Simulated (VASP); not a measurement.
Here is a VASP 6.6.1 calculation.

Contents of INCAR:

```
SYSTEM = Y
ALGO = Normal
EDIFF = 1E-7
ENCUT = 520
GGA = PS
ISIF = 2
ISMEAR = -1
LASPH = .True.
LCHARG = .False.
LREAL = .False.
LWAVE = .False.
NBANDS = 18
NELM = 100
PREC = Accurate
SIGMA = 0.05
```

The input KPOINTS:

```
k-points
0
Gamma
  8 8 5
  0 0 0
```

File POSCAR:

```
Y
1.0
    3.5917053956      0.0000000000      0.0000000000
   -1.7958526978      3.1105081155      0.0000000000
    0.0000000000      0.0000000000      5.6090396895
Y
2
Direct
    0.6666666667      0.3333333333      0.7500000000
    0.3333333333      0.6666666667      0.2500000000
```

Potentials or basis: VASP PAW PBE potentials, release 64 (Y_sv).

The run is started by

```sh
$ cat potpaw_PBE.64/Y_sv/POTCAR > POTCAR
$ mpirun -np 1 vasp_std > vasp.out
```

(1) Estimate the pressure.

(2) What does it give for the band gap on the k mesh?

Results:

(1) -0.1 GPa.

(2) zero (bands 11 and 12 overlap by 1.50 eV).

Caveat: the PAW data sets were made with another functional, which shifts forces and pressure a little.
